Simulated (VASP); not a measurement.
**KRb2: single point with PBE**

KRb2:

```xyz
3
Lattice="4.8958 0.0000 0.0000 -2.4479 4.2399 0.0000 0.0000 0.0000 12.5189" Properties=species:S:1:pos:R:3 pbc="T T T"
K     0.0000    0.0000    0.0000
Rb    0.0000    2.8266    3.9493
Rb    0.0000    2.8266    8.5696
```

The cell was generated, and may not be a known phase.

| Quantity | Value |
| --- | --- |
| Program | VASP 6.6.1 |
| Task | single point |
| Functional | PBE |
| Potentials or basis | VASP PAW PBE potentials, release 64 (K_sv, Rb_sv) |
| Cutoff | 520 eV |
| k mesh | 12 × 12 × 4 |
| Occupations | gaussian, width 0.1 eV |
| Spin | no spin polarisation |
| Dipole correction | no |
| Further INCAR settings | ALGO = Fast; EDIFF = 1e-06; NBANDS = 20 |

```
Pressure               : 0.0 GPa
Band gap on the k mesh : zero (an odd number of electrons rules out a gap without spin polarisation)
```

Levels at points of the mesh, in eV from the Fermi level:
| k point | band 12 | band 13 | band 14 | band 15 | band 16 | band 17 |
| --- | --- | --- | --- | --- | --- | --- |
| (0.00, 0.00, 0.00) | -12.96 | -2.00 | -0.98 | -0.80 | 1.54 | 1.73 |
| (0.50, 0.00, 0.00) | -12.97 | 0.08 | 0.35 | 0.82 | 0.91 | 1.16 |
| (0.00, 0.00, 0.50) | -12.96 | -1.75 | -1.66 | 0.11 | 0.52 | 2.43 |
| (0.50, 0.00, 0.50) | -12.97 | 0.32 | 0.33 | 0.42 | 0.71 | 1.30 |

It took 11 min on 1 thread of Oxide Virtual Turin-like Processor, on a shared host, peak memory 0.48 GiB.
